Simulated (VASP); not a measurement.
Runs of VASP 6.6.1 on SrTe. The structure is that of space group Fm-3m (No. 225), or close to it. The cells are those of the table. 

```csv
task,cell,cutoff (eV),k mesh for the DOS,occupations for the DOS,gap on the mesh (eV),pressure (GPa)
single point,"a = 4.793 Å, angles 60.0°, 2 atoms",500,-,-,1.87,-0.7
single point,"a = 4.698 Å, angles 60.0°, 2 atoms",500,-,-,1.73,1.3
electric field gradients,"a = 4.793 Å, angles 60.0°, 2 atoms",400,-,-,1.87,-0.8
single point,"a = 4.650 Å, angles 60.0°, 2 atoms",500,-,-,1.64,2.5
single point,"a = 4.839 Å, angles 60.0°, 2 atoms",500,-,-,(b),(a)
electric field gradients,"a = 4.698 Å, angles 60.0°, 2 atoms",400,-,-,1.73,1.2
electric field gradients,"a = 4.650 Å, angles 60.0°, 2 atoms",400,-,-,1.64,2.5
```

Alike in all rows: level PBE; potentials or basis VASP PAW PBE potentials, release 64 (Sr_sv, Te); no spin polarisation; k mesh 7 × 7 × 7; smearing fermi-dirac 0.01 eV.

Question: Estimate the missing entries.

Answer: (a) -1.5; (b) 1.94.

Caveats: spin-orbit coupling is left out, which moves the levels of the heavy elements.

A k mesh can miss the band edges, and the runs leave out spin-orbit coupling on Sr, Te.
